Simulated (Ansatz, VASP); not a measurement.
**One calculation of TaN, two programs**

The input POSCAR:

```
TaN
1.0
    0.0000000000      2.1572100000      2.1790000000
    2.1790000000      0.0000000000      2.1790000000
    2.1790000000      2.1572100000      0.0000000000
Ta N
1 1
Direct
    0.5000000000      0.5000000000      0.5000000000
    0.0000000000      0.0000000000      0.0000000000
```

Contents of INCAR.step1:

```
PREC = Accurate ; ENCUT = 520
ISMEAR = 0 ; SIGMA = 0.15
LREAL = False ; LASPH = True
NELM = 100 ; NBANDS = 15
GGA = PE ; ALGO = Normal
EDIFF = 1E-4 ; LWAVE = True
LCHARG = False
```

Contents of INCAR.step2:

```
PREC = Accurate ; ENCUT = 520
EDIFF = 1E-6 ; ISMEAR = 0
SIGMA = 0.15 ; LREAL = False
LASPH = True ; NELM = 100
ALGO = Normal ; ISIF = 2
LWAVE = False ; LCHARG = False
METAGGA = R2SCAN ; LMIXTAU = True
NBANDS = 15 ; ISTART = 1
```

File KPOINTS:

```
Automatic mesh
0
Gamma
  18 18 18
```

Input for Ansatz:

```yaml
crystal:
  lattice:
    - [0.0, 2.15721, 2.179]
    - [2.179, 0.0, 2.179]
    - [2.179, 2.15721, 0.0]
  atoms:
    - { symbol: Ta, position: [0.5, 0.5, 0.5] }
    - { symbol: "N", position: [0.0, 0.0, 0.0] }
basis:
  ecutwfc: 500
kpoints:
  mp_grid: { grid: [18, 18, 18] }
hamiltonian:
  xc: r2scan
scf:
  occupations: { method: gaussian, width: 0.15 }
output:
  forces: true
  stress: true
  eigenvalues: true
```

Change from the starting cell: strain -0.0100 x Voigt [0, 1, 0, 0, 0, 0], atoms carried along.

Alike in both runs: task single point; functional r2SCAN; k mesh 18 × 18 × 18; occupations gaussian, width 0.15 eV; no spin polarisation.

```csv
,VASP,Ansatz
version,VASP 6.6.1,Ansatz 0.2.0
potentials or method,"VASP PAW PBE potentials, release 64 (Ta_pv, N), cutoff 520 eV","scalar-relativistic, plane waves, PAW"
valence electrons in the cell,16,18
```

|  | VASP | Ansatz | Ansatz less VASP |
| --- | --- | --- | --- |
| gap on the k mesh at the Fermi level (eV) | none | none | - |
| pressure (GPa) | 16.1 | 13.9 | -2.22 |
| traceless stress, the component that is largest in VASP (GPa) | 4.87 | 4.86 | -0.013 |

VASP's potentials were made for PBE, not for r2SCAN. A gap of «none» marks a metal or a gap that the smearing closes. With one functional, cell and mesh, what is left measures potentials, basis and numerics. VASP's potentials hold 16 valence electrons a cell and Ansatz's 18, so a difference there can come from the potentials and not from the codes.

Neither program's run includes spin-orbit coupling.
